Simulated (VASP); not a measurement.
# SnSe2 (P-3m1) in VASP: a series of runs

SnSe2 is run at these levels: PBE; tasks: single point.

Program: VASP 6.6.1. These are calculated values, not measurements. Logs are shortened: lines on timing, memory, paths and dates and some standing lists are left out, and cuts for length are marked.

### Step 1. The cell of the first run

Symmetry: P-3m1, No. 164, trigonal system. The conventional cell has a = 3.697 Å, b = 3.697 Å, c = 5.953 Å, α = 90.00°, β = 90.00°, γ = 120.00°. Sn (site symmetry -3m) has 6 Se at 2.60 Å within 3.4 Å. Within 3.4 Å of Se (site symmetry 3m) lie 3 Sn at 2.60 Å.

### Step 2. Single point, PBE (strain -0.030 along x and y, -0.030 along z)

The input, INCAR:

```
PREC = Accurate
ENCUT = 520
EDIFF = 1E-6
ISMEAR = 0
SIGMA = 0.05
LREAL = F
LASPH = T
NELM = 80
ALGO = Normal
ISIF = 2
LWAVE = F
LCHARG = F
GGA = PE
NBANDS = 20
```

The input, KPOINTS:

```
Automatic mesh
0
Gamma
  12 12 6
```

The input, POSCAR:

```
SnSe2
1.0
    3.6966688181      0.0000000000      0.0000000000
   -1.8483344091      3.2014091059      0.0000000000
    0.0000000000      0.0000000000      5.9528900000
Sn Se
1 2
Direct
    0.0000000000      0.0000000000      0.0000000000
    0.3333333333      0.6666666667      0.2500000000
    0.6666666667      0.3333333333      0.7500000000
```

Potentials or basis: VASP PAW PBE potentials, release 64 (Sn_d, Se).

Command:

```
> cat potpaw_PBE.64/Sn_d/POTCAR potpaw_PBE.64/Se/POTCAR > POTCAR
> mpirun -np 1 vasp_std > vasp.out
```

OUTCAR:

```text
PREC = Accurate
   ENCUT = 520
   EDIFF = 1E-6
   ISMEAR = 0
   LREAL = F
   LASPH = T
   NELM = 80
   ISIF = 2
   GGA = PE

 ion  position               nearest neighbor table
   1  0.000  0.000  0.000-   2 2.60   3 2.60   3 2.60   2 2.60   3 2.60   2 2.60
   2  0.333  0.667  0.250-   1 2.60   1 2.60   1 2.60
   3  0.667  0.333  0.750-   1 2.60   1 2.60   1 2.60

  LATTYP: Found a hexagonal cell.
 ALAT       =     3.6966688181
 C/A-ratio  =     1.6103390087

  Lattice vectors:

 A1 = (   3.6966688181,   0.0000000000,   0.0000000000)
 A2 = (  -1.8483344091,   3.2014091059,   0.0000000000)
 A3 = (   0.0000000000,   0.0000000000,   5.9528900000)

Analysis of symmetry for initial positions (statically):
=====================================================================
 Subroutine PRICEL returns:
 Original cell was already a primitive cell.

 Routine SETGRP: Setting up the symmetry group for a
 hexagonal supercell.

 Subroutine GETGRP returns: Found 12 space group operations
 (whereof 12 operations were pure point group operations)
 out of a pool of 24 trial point group operations.

The static configuration has the point symmetry D_3d.

Analysis of symmetry for dynamics (positions and initial velocities):
=====================================================================
 Subroutine PRICEL returns:
 Original cell was already a primitive cell.

 Routine SETGRP: Setting up the symmetry group for a
 hexagonal supercell.

 Subroutine GETGRP returns: Found 12 space group operations
 (whereof 12 operations were pure point group operations)
 out of a pool of 24 trial point group operations.

The dynamic configuration has the point symmetry D_3d.

 Subroutine INISYM returns: Found 12 space group operations
 (whereof 12 operations are pure point group operations),
 and found     1 'primitive' translations

----------------------------------------------------------------------------------------

                                     Primitive cell

  volume of cell :      70.4498

  direct lattice vectors                    reciprocal lattice vectors
     3.696668818  0.000000000  0.000000000     0.270513819  0.156181226  0.000000000
    -1.848334409  3.201409106  0.000000000     0.000000000  0.312362453  0.000000000
     0.000000000  0.000000000  5.952890000     0.000000000  0.000000000  0.167985634

  length of vectors
     3.696668818  3.696668818  5.952890000     0.312362453  0.312362453  0.167985634

  position of ions in fractional coordinates (direct lattice)
     0.000000000  0.000000000  0.000000000
     0.333333333  0.666666667  0.250000000
     0.666666667  0.333333333  0.750000000

  ion indices of the primitive-cell ions
   primitive index   ion index
                 1           1
                 2           2
                 3           3

----------------------------------------------------------------------------------------

 KPOINTS: Automatic mesh

Automatic generation of k-mesh.
 Grid dimensions read from file:
 generate k-points for:   12   12    6

 Generating k-lattice:

  Cartesian coordinates                     Fractional coordinates (reciprocal lattice)
     0.022542818  0.013015102  0.000000000     0.083333333  0.000000000  0.000000000
     0.000000000  0.026030204  0.000000000     0.000000000  0.083333333  0.000000000
     0.000000000  0.000000000  0.027997606     0.000000000  0.000000000  0.166666667

  Length of vectors
     0.026030204  0.026030204  0.027997606

  Shift w.r.t. Gamma in fractional coordinates (k-lattice)
     0.000000000  0.000000000  0.000000000

 Subroutine IBZKPT returns following result:
 ===========================================

 Found    100 irreducible k-points:

 Following reciprocal coordinates:
            Coordinates               Weight
  0.000000  0.000000  0.000000      1.000000
  0.083333  0.000000  0.000000      6.000000
  0.166667  0.000000  0.000000      6.000000
  0.250000 -0.000000  0.000000      6.000000
  0.333333 -0.000000  0.000000      6.000000
  0.416667  0.000000  0.000000      6.000000
[... 16 lines left out ...]
  0.166667  0.000000  0.166667      6.000000
  0.000000  0.166667  0.166667      6.000000
 [... further k-points ...]
   k-points           NKPTS =    100   k-points in BZ     NKDIM =    100   number of bands    NBANDS=     20
   number of dos      NEDOS =    301   number of ions     NIONS =      3
   total plane-waves  NPLWV =  37632
   dimension x,y,z NGX =    28 NGY =   28 NGZ =   48
   dimension x,y,z NGXF=    56 NGYF=   56 NGZF=   96
   ions per type =               1   2
   NGX,Y,Z   is equivalent  to a cutoff of  12.59, 12.59, 13.40 a.u.
   NGXF,Y,Z  is equivalent  to a cutoff of  25.18, 25.18, 26.81 a.u.
 SYSTEM =  unknown system
   PREC   = accura    normal or accurate (medium, high low for compatibility)
   ISTART =      0    job   : 0-new  1-cont  2-samecut
   ICHARG =      2    charge: 1-file 2-atom 10-const
   ISPIN  =      1    spin polarized calculation?
   LNONCOLLINEAR =      F non collinear calculations
   LSORBIT =      F    spin-orbit coupling
   LASPH  =      T    aspherical Exc in radial PAW
   ENCUT  =  520.0 eV  38.22 Ry    6.18 a.u.   6.87  6.87 11.07*2*pi/ulx,y,z
   NELM   =     80;   NELMIN=  2; NELMDL= -5     # of ELM steps
   EDIFF  = 0.1E-05   stopping-criterion for ELM
   LREAL  =      F    real-space projection
[... 7 lines left out ...]
   TEBEG  =    0.0;   TEEND  =   0.0 temperature during run
   PSTRESS=    0.0 pullay stress
   NELECT =      26.0000    total number of electrons
   NUPDOWN=      -1.0000    fix difference up-down
   EMIN   =  10.00;   EMAX   =-10.00  energy-range for DOS
   EFERMI =   0.00;   METHOD = LEGACY
   ISMEAR =     0;   SIGMA  =   0.05  broadening in eV -4-tet -1-fermi 0-gaus
   EFERMI_NEDOS =   21; number of points for ismear=-14 and -15
   IALGO  =     38    algorithm
   IMIX   =      4    mixing-type and parameters
     AMIX     =   0.40;   BMIX     =  1.00
     AMIX_MAG =   1.60;   BMIX_MAG =  1.00
  volume/ion in A,a.u.               =      23.48       158.47
  Fermi-wavevector in a.u.,A,eV,Ry     =   1.174283  2.219073 18.761624  1.378940
  Thomas-Fermi vector in A             =   2.310682
   LORBIT       =      0    0 simple, 1 ext, 2 COOP (PROOUT), +10 PAW based schemes
   GGA     = PE    functional components
   LHFCALC =     F    Hartree Fock is set to
   AEXX    =    0.0000 exact exchange contribution
   IVDW    =     0    specifies the selected vdW correction
   LEPSILON=     F    determine dielectric tensor
   LRPA    =     F    only Hartree local field effects (RPA)
 non-spin polarized calculation
 Gauss-broadening in eV      SIGMA  =   0.05
  energy-cutoff  :      520.00
  volume of cell :       70.45
 maximum number of plane-waves:      1917
   NGX = 13   NGY = 13   NGZ = 23

 number of electron      25.9999999 magnetization

 Free energy of the ion-electron system (eV)
  ---------------------------------------------------
  ext. energy  EPLUGINS =         0.00000000
  ---------------------------------------------------
  free energy    TOTEN  =       -11.35496330 eV

  energy without entropy =      -11.35496330  energy(sigma->0) =      -11.35496330

 E-fermi :   5.5441     XC(G=0):  -9.8798

 val. band max:        5.2376555872   @ k =   0.0833   0.0833   0.0000
 cond. band min:       6.0458638132   @ k =   0.0000   0.4167   0.3333
 fundamental gap:      0.8082082260
 Fermi energy:         5.5440666557

 k-point     1 :       0.0000    0.0000    0.0000
  band No.  band energies     occupation
      1     -16.2097      2.00000
      2     -16.2097      2.00000
      3     -16.1505      2.00000
      4     -16.1291      2.00000
      5     -16.1291      2.00000
      6      -9.5127      2.00000
[... 12 lines left out ...]
     19      14.2411      0.00000
     20      14.2411      0.00000

 k-point     2 :       0.0833    0.0000    0.0000
  band No.  band energies     occupation
      1     -16.2151      2.00000
      2     -16.2063      2.00000
      3     -16.1476      2.00000
      4     -16.1315      2.00000
      5     -16.1284      2.00000
      6      -9.4329      2.00000
[... 12 lines left out ...]
     19      13.6670      0.00000
     20      14.3255      0.00000

 k-point     3 :       0.1667    0.0000    0.0000
  band No.  band energies     occupation
      1     -16.2308      2.00000
      2     -16.1977      2.00000
      3     -16.1425      2.00000
      4     -16.1340      2.00000
      5     -16.1255      2.00000
      6      -9.1971      2.00000
[... 12 lines left out ...]
     19      13.4736      0.00000
     20      14.4620      0.00000

 k-point     4 :       0.2500   -0.0000    0.0000
  band No.  band energies     occupation
      1     -16.2537      2.00000
      2     -16.1889      2.00000
      3     -16.1484      2.00000
      4     -16.1230      2.00000
      5     -16.1186      2.00000
      6      -8.8186      2.00000
[... 12 lines left out ...]
     19      13.4517      0.00000
     20      14.8861      0.00000

 k-point     5 :       0.3333   -0.0000    0.0000
  band No.  band energies     occupation
      1     -16.2773      2.00000
      2     -16.1837      2.00000
      3     -16.1558      2.00000
      4     -16.1099      2.00000
      5     -16.1081      2.00000
      6      -8.3312      2.00000
[... 12 lines left out ...]
     19      14.3870      0.00000
     20      15.2280      0.00000

 k-point     6 :       0.4167    0.0000    0.0000
  band No.  band energies     occupation
      1     -16.2948      2.00000
      2     -16.1817      2.00000
      3     -16.1609      2.00000
      4     -16.1003      2.00000
      5     -16.0984      2.00000
      6      -7.8189      2.00000
[... 12 lines left out ...]
     19      15.2908      0.00000
     20      15.7911      0.00000

 k-point     7 :       0.5000   -0.0000    0.0000
  band No.  band energies     occupation
      1     -16.3012      2.00000
      2     -16.1813      2.00000
      3     -16.1628      2.00000
      4     -16.0967      2.00000
      5     -16.0945      2.00000
      6      -7.5332      2.00000
[... 12 lines left out ...]
     19      15.6805      0.00000
     20      16.0591      0.00000
[... 277 lines left out ...]
 k-point    20 :       0.0000    0.0000    0.1667
  band No.  band energies     occupation
      1     -16.2097      2.00000
      2     -16.2097      2.00000
      3     -16.1505      2.00000
      4     -16.1291      2.00000
      5     -16.1291      2.00000
      6      -9.4703      2.00000
[... 12 lines left out ...]
     19      14.0390      0.00000
     20      14.0390      0.00000

 k-point    21 :       0.0833    0.0000    0.1667
  band No.  band energies     occupation
      1     -16.2151      2.00000
      2     -16.2063      2.00000
      3     -16.1475      2.00000
      4     -16.1315      2.00000
      5     -16.1284      2.00000
      6      -9.3907      2.00000
[... 12 lines left out ...]
     19      13.6587      0.00000
     20      14.3281      0.00000

 k-point    22 :       0.0000    0.0833    0.1667
  band No.  band energies     occupation
      1     -16.2151      2.00000
      2     -16.2063      2.00000
      3     -16.1475      2.00000
      4     -16.1315      2.00000
      5     -16.1284      2.00000
      6      -9.3906      2.00000
[... 12 lines left out ...]
     19      13.5607      0.00000
     20      14.0152      0.00000

 k-point    23 :       0.1667    0.0000    0.1667
  band No.  band energies     occupation
      1     -16.2309      2.00000
      2     -16.1977      2.00000
      3     -16.1425      2.00000
      4     -16.1340      2.00000
      5     -16.1255      2.00000
      6      -9.1558      2.00000
[... 12 lines left out ...]
     19      13.7780      0.00000
     20      14.2488      0.00000

 k-point    24 :       0.0000    0.1667    0.1667
  band No.  band energies     occupation
      1     -16.2309      2.00000
      2     -16.1978      2.00000
      3     -16.1425      2.00000
      4     -16.1339      2.00000
      5     -16.1255      2.00000
      6      -9.1550      2.00000
[... 12 lines left out ...]
     19      13.2686      0.00000
     20      14.1648      0.00000

 [... further k-points ...]

------------------------ aborting loop because EDIFF is reached ----------------------------------------

  FORCE on cell =-STRESS in cart. coord.  units (eV):
  Direction    XX          YY          ZZ          XY          YZ          ZX
  --------------------------------------------------------------------------------------
  -------------------------------------------------------------------------------------
  Total        6.2073864      6.2073864      6.6692693     -0.0000000      0.0000000      0.0000000
  in kB      141.1691463    141.1691463    151.6733430     -0.0000000      0.0000000      0.0000000
  external PRESSURE =     144.6705452 kB  Pullay stress =       0.0000000 kB

 VOLUME and BASIS-vectors are now :
 -----------------------------------------------------------------------------
  energy-cutoff  :      520.00
  volume of cell :       70.45
      direct lattice vectors                 reciprocal lattice vectors
     3.696668818  0.000000000  0.000000000     0.270513819  0.156181226  0.000000000
    -1.848334409  3.201409106  0.000000000     0.000000000  0.312362453  0.000000000
     0.000000000  0.000000000  5.952890000     0.000000000  0.000000000  0.167985634

 POSITION                                       TOTAL-FORCE (eV/Angst)
 -----------------------------------------------------------------------------------
      0.00000      0.00000      0.00000         0.000000      0.000000      0.000000
     -0.00000      2.13427      1.48822        -0.000000     -0.000000      1.784876
      1.84833      1.06714      4.46467         0.000000      0.000000     -1.784876
 -----------------------------------------------------------------------------------
    total drift:                               -0.000000     -0.000000     -0.000000

  FREE ENERGIE OF THE ION-ELECTRON SYSTEM (eV)
  ---------------------------------------------------
  free  energy   TOTEN  =       -11.3549633000 eV

  energy  without entropy=      -11.3549633000  energy(sigma->0) =      -11.35496330
```

It took 78 s on 1 thread of AMD EPYC 9R45 (Zen 5), shared host; peak memory 0.25 GiB.

Results:

```yaml
Free_energy: -11.3550 eV
Pressure: 14.5 GPa
Largest_force: 1.785 eV/Å
Band_gap_on_the_k_mesh: 0.81 eV, indirect (least direct gap 1.51 eV)
```

Forces in eV/Å, atoms in the order of the input:
```
Sn   0.000  0.000  0.000
Se   0.000  0.000  1.785
Se   0.000  0.000 -1.785
```

Stress tensor (GPa, compression positive):
```
14.12  0.00  0.00
 0.00 14.12  0.00
 0.00  0.00 15.17
```

Caveat: the cell differs from its parent crystal (strain -0.030 along x and y, -0.030 along z); spin-orbit coupling is left out, which moves the levels of the heavy elements; this functional lacks dispersion, which binds the layers, so the pressure and a relaxed spacing across them are unreliable; forces of over 1 eV/Å act on the atoms, so gaps and moduli don't describe the material at rest.

### Step 3. Single point, PBE (strain -0.030 along x and y, -0.015 along z)

The input, INCAR:

```
SYSTEM = SnSe2
PREC     = Accurate       ! precision mode
ENCUT    = 520            ! plane-wave cutoff, eV
EDIFF    = 1E-6           ! SCF threshold, eV
ISMEAR   = 0              ! smearing method
SIGMA    = 0.05           ! smearing width, eV
LREAL    = .FALSE.        ! projectors in reciprocal space
LASPH    = .TRUE.         ! aspherical terms in the spheres
NELM     = 100            ! most SCF steps
ALGO     = Normal         ! electronic algorithm
ISIF     = 2              ! what is computed and relaxed
LWAVE    = .FALSE.        ! write WAVECAR
LCHARG   = .TRUE.         ! write CHGCAR
GGA      = PE             ! functional
LELF     = .TRUE.         ! ELF
LVHAR    = .TRUE.       
NBANDS   = 20             ! bands
```

The input, KPOINTS:

```
regular mesh
0
G
  12 12 6
  0 0 0
```

Changes to POSCAR since step 2:

```diff
@@ -4,3 +4,3 @@
    -1.8483344091      3.2014091059      0.0000000000
-    0.0000000000      0.0000000000      5.9528900000
+    0.0000000000      0.0000000000      6.0449450000
 Sn Se
```

Potentials or basis: VASP PAW PBE potentials, release 64 (Sn_d, Se).

Command:

```
> cat potpaw_PBE.64/Sn_d/POTCAR potpaw_PBE.64/Se/POTCAR > POTCAR
> mpirun -np 1 vasp_std > vasp.out
```

It took 85 s on 1 thread of AMD EPYC 9R45 (Zen 5), shared host; peak memory 0.25 GiB.

It converged, with:

```yaml
Free_energy: -11.4505 eV
Pressure: 12.7 GPa
Largest_force: 1.511 eV/Å
Band_gap_on_the_k_mesh: 0.85 eV, indirect (least direct gap 1.44 eV)
```

Forces on the atoms (eV/Å):
```
Sn   0.000  0.000  0.000
Se   0.000  0.000  1.511
Se   0.000  0.000 -1.511
```

Stress tensor (GPa, compression positive):
```
12.67  0.00  0.00
 0.00 12.67  0.00
 0.00  0.00 12.88
```

Levels at points of the mesh, in eV from the valence-band top:
```
           k point  band 9  band 10  band 11  band 12  band 13  band 14  band 15  band 16  band 17  band 18
(0.00, 0.00, 0.00)   -0.66    -0.66    -0.32    -0.32    -0.06     1.59     3.13     4.88     4.88     8.12
(0.50, 0.00, 0.00)   -4.91    -3.22    -2.85    -1.39    -0.29     1.29     3.90     5.37     5.68     7.50
(0.00, 0.00, 0.50)   -2.38    -0.76    -0.76    -0.15    -0.15     2.96     3.17     4.59     4.59     8.32
(0.50, 0.00, 0.50)   -5.39    -2.68    -2.18    -0.94    -0.72     0.96     4.27     4.79     5.66     6.68
```

Caveat: the cell differs from its parent crystal (strain -0.030 along x and y, -0.015 along z); spin-orbit coupling is left out, which moves the levels of the heavy elements; this functional lacks dispersion, which binds the layers, so the pressure and a relaxed spacing across them are unreliable; forces of over 1 eV/Å act on the atoms, so gaps and moduli don't describe the material at rest. A k mesh can miss the band edges.
